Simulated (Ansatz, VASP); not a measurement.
Ge: VASP beside Ansatz

File INCAR:

```
SYSTEM = Ge
PREC = Accurate ; ENCUT = 520
EDIFF = 1E-7 ; ISMEAR = 0
SIGMA = 0.15 ; LREAL = .False.
LASPH = .True. ; NELM = 60
ALGO = Normal ; ISIF = 2
LWAVE = .False. ; LCHARG = .False.
GGA = PS ; NBANDS = 21
```

Contents of KPOINTS:

```
regular mesh
0
Gamma
  16 16 16
  0 0 0
```

The input POSCAR:

```
Ge
1.0
    0.0000000000      3.1753468143      2.2449701977
    3.1753468143      0.0000000000      2.2449701977
    3.1753468143      3.1753468143      0.0000000000
Ge
2
Direct
    0.5000000000      0.5000000000      0.5000000000
    0.7500000000      0.7500000000      0.7500000000
```

Input for Ansatz:

```yaml
crystal:
  lattice:
    - [0.0, 3.1753468143, 2.2449701977]
    - [3.1753468143, 0.0, 2.2449701977]
    - [3.1753468143, 3.1753468143, 0.0]
  atoms:
    - { symbol: Ge, position: [0.5, 0.5, 0.5] }
    - { symbol: Ge, position: [0.75, 0.75, 0.75] }
basis:
  ecutwfc: 420
kpoints:
  mp_grid: { grid: [16, 16, 16] }
hamiltonian:
  xc: pbesol
scf:
  occupations: { method: gaussian, width: 0.15 }
output:
  forces: true
  stress: true
  eigenvalues: true
  write_density: true
  write_potential: true
  elf: true
  volumetric_format: npy
```

Alike in both runs: task single point; functional PBEsol; k mesh 16 × 16 × 16; occupations gaussian, width 0.15 eV; no spin polarisation.

|  | VASP | Ansatz |
| --- | --- | --- |
| version | VASP 6.6.1 | Ansatz 0.2.0 |
| potentials or method | VASP PAW PBE potentials, release 64 (Ge_d), cutoff 520 eV | scalar-relativistic, plane waves, PAW |
| valence electrons in the cell | 28 | 28 |

VASP gave:

```
gap on the k mesh at the Fermi level (eV)                     : none
pressure (GPa)                                                : -1.8
traceless stress, the component that is largest in VASP (GPa) : 4.95
```

**Question.** What did Ansatz give for the same quantities?

**Answer.** gap on the k mesh at the Fermi level (eV): none; pressure (GPa): -1.7; traceless stress, the component that is largest in VASP (GPa): 4.92.

VASP's potentials were made for PBE, not for PBEsol. A gap of «none» marks a metal or a gap that the smearing closes.
